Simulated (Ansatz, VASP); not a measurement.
## Sr in VASP and in Ansatz

```xyz
1
Lattice="-2.4250 2.4250 2.3523 2.4250 -2.4250 2.3523 2.4250 2.4250 -2.3523" Properties=species:S:1:pos:R:3 pbc="T T T"
Sr    0.0000    0.0000    0.0000
```

Change from the starting cell: strain +0.000 along x and y, -0.030 along z, atoms carried along.

Alike in both runs: task single point; functional LDA; k mesh 14 × 14 × 14; occupations gaussian, width 0.15 eV; no spin polarisation.

|  | VASP | Ansatz |
| --- | --- | --- |
| version | VASP 6.6.1 | Ansatz 0.2.0 |
| potentials or method | VASP PAW LDA potentials, release 64 (Sr_sv), cutoff 520 eV | scalar-relativistic, plane waves, PAW |
| valence electrons in the cell | 10 | 10 |

|  | VASP | Ansatz | Ansatz less VASP |
| --- | --- | --- | --- |
| gap on the k mesh at the Fermi level (eV) | none | none | - |
| pressure (GPa) | -1.6 | -1.6 | +0.01 |
| traceless stress, the component that is largest in VASP (GPa) | 0.05 | 0.05 | -0.003 |

LDA's correlation is that of Perdew and Zunger in VASP and of Perdew and Wang (1992) in Ansatz. A gap of «none» marks a metal or a gap that the smearing closes.
